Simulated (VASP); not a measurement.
Here is a VASP 6.6.1 calculation.

The input INCAR:

```
PREC = Accurate ; ENCUT = 600
EDIFF = 1E-7 ; ISMEAR = -1
SIGMA = 0.1 ; LREAL = F
LASPH = T ; NELM = 80
ALGO = Normal ; ISIF = 3
LWAVE = F ; LCHARG = F
GGA = PE ; IBRION = 2
NSW = 60 ; EDIFFG = -0.005
```

Contents of KPOINTS:

```
regular mesh
0
Gamma
  16 16 16
```

The input POSCAR:

```
Ti
1.0
   -1.6323180789      1.6323180789      1.6323180789
    1.6323180789     -1.6323180789      1.6323180789
    1.6323180789      1.6323180789     -1.6323180789
Ti
1
Direct
    0.0000000000      0.0000000000      0.0000000000
```

Potentials or basis: VASP PAW PBE potentials, release 64 (Ti_sv).

Command:

```bash
$ cat potpaw_PBE.64/Ti_sv/POTCAR > POTCAR
$ mpirun -np 1 vasp_std > vasp.out
```

(1) Estimate the band gap on the k mesh.

(2) Predict the relaxed volume.

(3) Estimate the space group after relaxing (to 0.05 Å).

(4) Predict the relaxed cell.

Answers

(1) zero (band 6 reaches 9.14 eV, above the bottom of band 7 at 7.52 eV).

(2) 17.28 Å³/atom.

(3) Im-3m (No. 229).

(4) a = 2.821 Å, b = 2.821 Å, c = 2.821 Å, α = 109.47°, β = 109.47°, γ = 109.47°.
